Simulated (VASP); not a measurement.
A run of VASP 6.6.1:

File INCAR:

```
PREC = Accurate ; ENCUT = 520
EDIFF = 1E-6 ; ISMEAR = 0
SIGMA = 0.01 ; LREAL = F
LASPH = T ; NELM = 80
ALGO = Normal ; ISIF = 2
LWAVE = F ; LCHARG = F
GGA = PS ; NBANDS = 16
```

Contents of KPOINTS:

```
Automatic mesh
0
Gamma
  8 8 8
```

File POSCAR:

```
CuI
1.0
    0.0000000000      2.7901428609      2.7901428609
    2.7901428609      0.0000000000      2.7901428609
    2.7901428609      2.7901428609      0.0000000000
Cu I
1 1
Direct
    0.2500000000      0.2500000000      0.2500000000
    0.0000000000      0.0000000000      0.0000000000
```

Potentials or basis: VASP PAW PBE potentials, release 64 (Cu, I).

Run with:

```console
$ cat potpaw_PBE.64/Cu/POTCAR potpaw_PBE.64/I/POTCAR > POTCAR
$ mpirun -np 1 vasp_std > vasp.out
```

Hardware: 1 thread of Intel(R) Xeon(R) Platinum 8375C CPU @ 2.90GHz (Ice Lake), with other jobs on the host.

How long does it take, and how much memory?

Run time: 16 s on 1 thread of Intel(R) Xeon(R) Platinum 8375C CPU @ 2.90GHz (Ice Lake), with other jobs on the host, peak memory 0.18 GiB. Counts: scf iterations 13, k points 29.
